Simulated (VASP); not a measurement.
A run of VASP 6.6.1:

POSCAR

```
AgCl
1.0
    3.4359665372     -0.0820879377     -0.0820879377
   -0.0820879377      3.4359665372     -0.0820879377
   -0.0820879377     -0.0820879377      3.4359665372
Ag Cl
1 1
Direct
    0.0000000000      0.0000000000      0.0000000000
    0.5000000000      0.5000000000      0.5000000000
```

The input INCAR.step1:

```
SYSTEM = AgCl
  PREC = Accurate
  ENCUT = 520
  ISMEAR = 0
  SIGMA = 0.05
  LREAL = .FALSE.
  LASPH = .TRUE.
  NELM = 100
  NBANDS = 16
  GGA = PE
  ALGO = Normal
  EDIFF = 1E-4
  LWAVE = .TRUE.
  LCHARG = .FALSE.
```

The input INCAR.step2:

```
SYSTEM = AgCl
  PREC = Accurate
  ENCUT = 520
  EDIFF = 1E-6
  ISMEAR = 0
  SIGMA = 0.05
  LREAL = .FALSE.
  LASPH = .TRUE.
  NELM = 100
  ALGO = Normal
  ISIF = 2
  LWAVE = .FALSE.
  LCHARG = .TRUE.
  METAGGA = R2SCAN
  LMIXTAU = .TRUE.
  LELF = .TRUE.
  LVHAR = .TRUE.
  NBANDS = 16
  ISTART = 1
```

File KPOINTS:

```
regular mesh
0
G
  10 10 10
  0 0 0
```

Potentials or basis: VASP PAW PBE potentials, release 64 (Ag, Cl).

Launch:

```sh
$ cat potpaw_PBE.64/Ag/POTCAR potpaw_PBE.64/Cl/POTCAR > POTCAR
$ cp INCAR.step1 INCAR
$ mpirun -np 1 vasp_std > vasp.out
$ cp INCAR.step2 INCAR
$ mpirun -np 1 vasp_std > vasp.out
```

Hardware: 1 thread of AMD EPYC 9R45 96-Core Processor (Zen 5) (shared host).

Estimate the wall time of this run.

Run time: 2.6 min on 1 thread of AMD EPYC 9R45 96-Core Processor (Zen 5), on a shared host, peak memory 0.19 GiB. Counts: k points 116.
